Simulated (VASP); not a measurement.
# BN (P6_3mc) in VASP: a series of runs

The runs below take BN through relaxation of the atoms, with r2SCAN.

Everything below comes from runs of VASP 6.6.1. Logs are shortened: lines on timing, memory, paths and dates and some standing lists are left out, and cuts for length are marked.

## (1) The cell of the first run

The structure is hexagonal, space group P6_3mc (No. 186). The conventional cell has a = 2.505 Å, b = 2.505 Å, c = 4.216 Å, α = 90.00°, β = 90.00°, γ = 120.00°. Within 2.1 Å of B (site symmetry 3m) lie 4 N at 1.54 to 1.58 Å. N (site symmetry 3m) has 4 B at 1.54 to 1.58 Å within 2.1 Å.

## (2) Relaxation of the atoms, r2SCAN (strained cell)

File POSCAR:

```
BN
1.0
    2.5051775940      0.0000000000      0.0000000000
   -1.2525887970      2.1695474374      0.0000000000
    0.0000000000      0.0000000000      4.2164477516
B N
2 2
Direct
    0.3333333333      0.6666666667     -0.0001937424
    0.6666666667      0.3333333333      0.4998062576
    0.3333333333      0.6666666667      0.3741937424
    0.6666666667      0.3333333333      0.8741937424
```

File INCAR.step1:

```
SYSTEM = BN
ALGO = Normal ; EDIFF = 1E-4
ENCUT = 520 ; GGA = PE
ISMEAR = 0 ; LASPH = .TRUE.
LCHARG = .FALSE. ; LREAL = .FALSE.
LWAVE = .TRUE. ; NELM = 100
PREC = Accurate ; SIGMA = 0.02
```

File INCAR.step2:

```
SYSTEM = BN
ALGO = Normal ; EDIFF = 1E-7
EDIFFG = -0.002 ; ENCUT = 520
IBRION = 2 ; ISIF = 2
ISMEAR = 0 ; ISTART = 1
LASPH = .TRUE. ; LCHARG = .FALSE.
LMIXTAU = .TRUE. ; LREAL = .FALSE.
LWAVE = .FALSE. ; METAGGA = R2SCAN
NELM = 100 ; NSW = 60
PREC = Accurate ; SIGMA = 0.02
```

File KPOINTS:

```
k-points
0
G
  9 9 6
  0 0 0
```

Potentials or basis: VASP PAW PBE potentials, release 64 (B, N).

Run with:

```console
cat potpaw_PBE.64/B/POTCAR potpaw_PBE.64/N/POTCAR > POTCAR
cp INCAR.step1 INCAR
mpirun -np 1 vasp_std > vasp.out
cp INCAR.step2 INCAR
mpirun -np 1 vasp_std > vasp.out
```

OUTCAR:

```text
SYSTEM = BN
   EDIFF = 1E-7
   EDIFFG = -0.002
   ENCUT = 520
   IBRION = 2
   ISIF = 2
   ISMEAR = 0
   ISTART = 1
   LASPH = .TRUE.
   LREAL = .FALSE.
   METAGGA = R2SCAN
   NELM = 100
   NSW = 60
   PREC = Accurate

 ion  position               nearest neighbor table
   1  0.333  0.667  1.000-   4 1.54   4 1.54   4 1.54   3 1.58
   2  0.667  0.333  0.500-   3 1.54   3 1.54   3 1.54   4 1.58
   3  0.333  0.667  0.374-   2 1.54   2 1.54   2 1.54   1 1.58
   4  0.667  0.333  0.874-   1 1.54   1 1.54   1 1.54   2 1.58

  LATTYP: Found a hexagonal cell.
 ALAT       =     2.5051775940
 C/A-ratio  =     1.6830933510

  Lattice vectors:

 A1 = (   2.5051775940,   0.0000000000,   0.0000000000)
 A2 = (  -1.2525887970,   2.1695474374,   0.0000000000)
 A3 = (   0.0000000000,   0.0000000000,   4.2164477516)

Analysis of symmetry for initial positions (statically):
=====================================================================
 Subroutine PRICEL returns:
 Original cell was already a primitive cell.

 Routine SETGRP: Setting up the symmetry group for a
 hexagonal supercell.

 Subroutine GETGRP returns: Found 12 space group operations
 (whereof  6 operations were pure point group operations)
 out of a pool of 24 trial point group operations.

The static configuration has the point symmetry C_3v.
 The point group associated with its full space group is C_6v.

Analysis of symmetry for dynamics (positions and initial velocities):
=====================================================================
 Subroutine PRICEL returns:
 Original cell was already a primitive cell.

 Routine SETGRP: Setting up the symmetry group for a
 hexagonal supercell.

 Subroutine GETGRP returns: Found 12 space group operations
 (whereof  6 operations were pure point group operations)
 out of a pool of 24 trial point group operations.

The dynamic configuration has the point symmetry C_3v.
 The point group associated with its full space group is C_6v.

 Subroutine INISYM returns: Found 12 space group operations
 (whereof  6 operations are pure point group operations),
 and found     1 'primitive' translations

----------------------------------------------------------------------------------------

                                     Primitive cell

  volume of cell :      22.9168

  direct lattice vectors                    reciprocal lattice vectors
     2.505177594  0.000000000  0.000000000     0.399173297  0.230462811  0.000000000
    -1.252588797  2.169547437  0.000000000     0.000000000  0.460925621  0.000000000
     0.000000000  0.000000000  4.216447752     0.000000000  0.000000000  0.237166463

  length of vectors
     2.505177594  2.505177594  4.216447752     0.460925621  0.460925621  0.237166463

  position of ions in fractional coordinates (direct lattice)
     0.333333333  0.666666667  0.999806258
     0.666666667  0.333333333  0.499806258
     0.333333333  0.666666667  0.374193742
     0.666666667  0.333333333  0.874193742

  ion indices of the primitive-cell ions
   primitive index   ion index
                 1           1
                 2           2
                 3           3
                 4           4

----------------------------------------------------------------------------------------

 KPOINTS: k-points

Automatic generation of k-mesh.
 Grid dimensions read from file:
 generate k-points for:    9    9    6

 Generating k-lattice:

  Cartesian coordinates                     Fractional coordinates (reciprocal lattice)
     0.044352589  0.025606979  0.000000000     0.111111111  0.000000000  0.000000000
     0.000000000  0.051213958  0.000000000     0.000000000  0.111111111  0.000000000
     0.000000000  0.000000000  0.039527744     0.000000000  0.000000000  0.166666667

  Length of vectors
     0.051213958  0.051213958  0.039527744

  Shift w.r.t. Gamma in fractional coordinates (k-lattice)
     0.000000000  0.000000000  0.000000000

 Subroutine IBZKPT returns following result:
 ===========================================

 Found     48 irreducible k-points:

 Following reciprocal coordinates:
            Coordinates               Weight
  0.000000  0.000000  0.000000      1.000000
  0.111111  0.000000  0.000000      6.000000
  0.222222  0.000000  0.000000      6.000000
  0.333333  0.000000  0.000000      6.000000
  0.444444  0.000000  0.000000      6.000000
  0.111111  0.111111  0.000000      6.000000
[... 16 lines left out ...]
  0.333333  0.222222  0.166667     24.000000
  0.333333  0.333333  0.166667      4.000000
 [... further k-points ...]
   k-points           NKPTS =     48   k-points in BZ     NKDIM =     48   number of bands    NBANDS=     12
   number of dos      NEDOS =    301   number of ions     NIONS =      4
   total plane-waves  NPLWV =  12800
   dimension x,y,z NGX =    20 NGY =   20 NGZ =   32
   dimension x,y,z NGXF=    40 NGYF=   40 NGZF=   64
   ions per type =               2   2
   NGX,Y,Z   is equivalent  to a cutoff of  13.27, 13.27, 12.62 a.u.
   NGXF,Y,Z  is equivalent  to a cutoff of  26.54, 26.54, 25.23 a.u.
 SYSTEM =  BN
   PREC   = accura    normal or accurate (medium, high low for compatibility)
   ISTART =      1    job   : 0-new  1-cont  2-samecut
   ICHARG =      0    charge: 1-file 2-atom 10-const
   ISPIN  =      1    spin polarized calculation?
   LNONCOLLINEAR =      F non collinear calculations
   LSORBIT =      F    spin-orbit coupling
   LASPH  =      T    aspherical Exc in radial PAW
   ENCUT  =  520.0 eV  38.22 Ry    6.18 a.u.   4.66  4.66  7.84*2*pi/ulx,y,z
   NELM   =    100;   NELMIN=  2; NELMDL=  0     # of ELM steps
   EDIFF  = 0.1E-06   stopping-criterion for ELM
   LREAL  =      F    real-space projection
   EDIFFG = -.2E-02   stopping-criterion for IOM
   NSW    =     60    number of steps for IOM
   IBRION =      2    ionic relax: 0-MD 1-quasi-New 2-CG
   NFREE  =      1    steps in history (QN), initial steepest desc. (CG)
   ISIF   =      2    stress and relaxation
   ISYM   =      2    0-nonsym 1-usesym 2-fastsym
   POTIM  = 0.5000    time-step for ionic-motion
   TEBEG  =    0.0;   TEEND  =   0.0 temperature during run
   PSTRESS=    0.0 pullay stress
   NELECT =      16.0000    total number of electrons
   NUPDOWN=      -1.0000    fix difference up-down
   EMIN   =  10.00;   EMAX   =-10.00  energy-range for DOS
   EFERMI =   0.00;   METHOD = LEGACY
   ISMEAR =     0;   SIGMA  =   0.02  broadening in eV -4-tet -1-fermi 0-gaus
   EFERMI_NEDOS =   21; number of points for ismear=-14 and -15
   IALGO  =     38    algorithm
   IMIX   =      4    mixing-type and parameters
     AMIX     =   0.40;   BMIX     =  1.00
     AMIX_MAG =   1.60;   BMIX_MAG =  1.00
  volume/ion in A,a.u.               =       5.73        38.66
  Fermi-wavevector in a.u.,A,eV,Ry     =   1.452323  2.744493 28.698000  2.109244
  Thomas-Fermi vector in A             =   2.569719
   LORBIT       =      0    0 simple, 1 ext, 2 COOP (PROOUT), +10 PAW based schemes
   METAGGA = R2SCAN    functional components
   LHFCALC =     F    Hartree Fock is set to
   AEXX    =    0.0000 exact exchange contribution
   IVDW    =     0    specifies the selected vdW correction
   LEPSILON=     F    determine dielectric tensor
   LRPA    =     F    only Hartree local field effects (RPA)
 conjugate gradient relaxation of ions
 non-spin polarized calculation
 Gauss-broadening in eV      SIGMA  =   0.02
  energy-cutoff  :      520.00
  volume of cell :       22.92
 maximum number of plane-waves:       640
 NGX is ok and might be reduce to    20
   NGX =  9   NGY =  9   NGZ = 15

--------------------------------------- Ionic step        1  -------------------------------------------

 number of electron      15.9999997 magnetization

 Free energy of the ion-electron system (eV)
  ---------------------------------------------------
  ext. energy  EPLUGINS =         0.00000000
  ---------------------------------------------------
  free energy    TOTEN  =       -38.22026901 eV

  energy without entropy =      -38.22026901  energy(sigma->0) =      -38.22026901

------------------------ aborting loop because EDIFF is reached ----------------------------------------

  FORCE on cell =-STRESS in cart. coord.  units (eV):
  Direction    XX          YY          ZZ          XY          YZ          ZX
  --------------------------------------------------------------------------------------
  -------------------------------------------------------------------------------------
  Total        2.7669746      2.7669746      0.1104752      0.0000000     -0.0000000      0.0000000
  in kB      193.4467139    193.4467139      7.7236198      0.0000000     -0.0000000      0.0000000
  external PRESSURE =     131.5390158 kB  Pullay stress =       0.0000000 kB
[... 61 lines left out ...]
  energy  without entropy=      -38.2202600897  energy(sigma->0) =      -38.22026009

--------------------------------------- Ionic step        3  -------------------------------------------

 number of electron      15.9999997 magnetization

 Free energy of the ion-electron system (eV)
  ---------------------------------------------------
  ext. energy  EPLUGINS =         0.00000000
  ---------------------------------------------------
  free energy    TOTEN  =       -38.22028104 eV

  energy without entropy =      -38.22028104  energy(sigma->0) =      -38.22028104

 E-fermi :   7.9941     XC(G=0): -13.7996

 val. band max:        7.8176774457   @ k =   0.0000   0.0000   0.0000
 cond. band min:      13.4003403886   @ k =   0.3333   0.3333   0.0000
 fundamental gap:      5.5826629429
 Fermi energy:         7.9940583358

 k-point     1 :       0.0000    0.0000    0.0000
  band No.  band energies     occupation
      1     -14.0471      2.00000
      2      -9.8310      2.00000
      3      -3.8636      2.00000
      4       5.6730      2.00000
      5       5.6730      2.00000
      6       7.4351      2.00000
      7       7.8177      2.00000
      8       7.8177      2.00000
      9      16.7055      0.00000
     10      17.1664      0.00000
     11      17.1664      0.00000
     12      18.7624      0.00000
[... 331 lines left out ...]
 k-point    24 :       0.3333    0.3333    0.1667
  band No.  band energies     occupation
      1      -8.3511      2.00000
      2      -8.3511      2.00000
      3      -1.8317      2.00000
      4      -0.5500      2.00000
      5      -0.5500      2.00000
      6       1.4226      2.00000
      7       2.8289      2.00000
      8       2.8289      2.00000
      9      14.1585      0.00000
     10      20.5612      0.00000
     11      20.5612      0.00000
     12      22.5699      0.00000

 [... further k-points ...]
[... 5 lines left out ...]
  --------------------------------------------------------------------------------------
  -------------------------------------------------------------------------------------
  Total        2.7644191      2.7644191      0.1078491      0.0000000      0.0000000      0.0000000
  in kB      193.2680573    193.2680574      7.5400251      0.0000000      0.0000000      0.0000000
  external PRESSURE =     131.3587133 kB  Pullay stress =       0.0000000 kB
[... 19 lines left out ...]
  FREE ENERGIE OF THE ION-ELECTRON SYSTEM (eV)
  ---------------------------------------------------
  free  energy   TOTEN  =       -38.2202810392 eV

  energy  without entropy=      -38.2202810392  energy(sigma->0) =      -38.22028104

 reached required accuracy - stopping structural energy minimisation
```

It took 3.2 min on 1 thread of AMD EPYC, shared host; peak memory 0.11 GiB.

Results:

```yaml
Free_energy: -38.2203 eV
Energy_gained_by_relaxing: 0.0 meV/atom
Ionic_steps: 3
Pressure_after_relaxing: 13.1 GPa
Band_gap_on_the_k_mesh: 5.58 eV (least direct gap 8.89 eV)
```

Stress tensor (GPa, compression positive):
```
19.33  0.00  0.00
 0.00 19.33  0.00
 0.00  0.00  0.75
```

Final structure:
```xyz
4
Lattice="2.5052 0.0000 0.0000 -1.2526 2.1695 0.0000 0.0000 0.0000 4.2164" Properties=species:S:1:pos:R:3 pbc="T T T"
B     0.0000    1.4464    4.2160
B     1.2526    0.7232    2.1078
N     0.0000    1.4464    1.5774
N     1.2526    0.7232    3.6856
```

Caveat: the cell differs from its parent crystal (strained cell); the PAW data sets were made with another functional, which shifts forces and pressure a little.

[end of part 1 of 2]
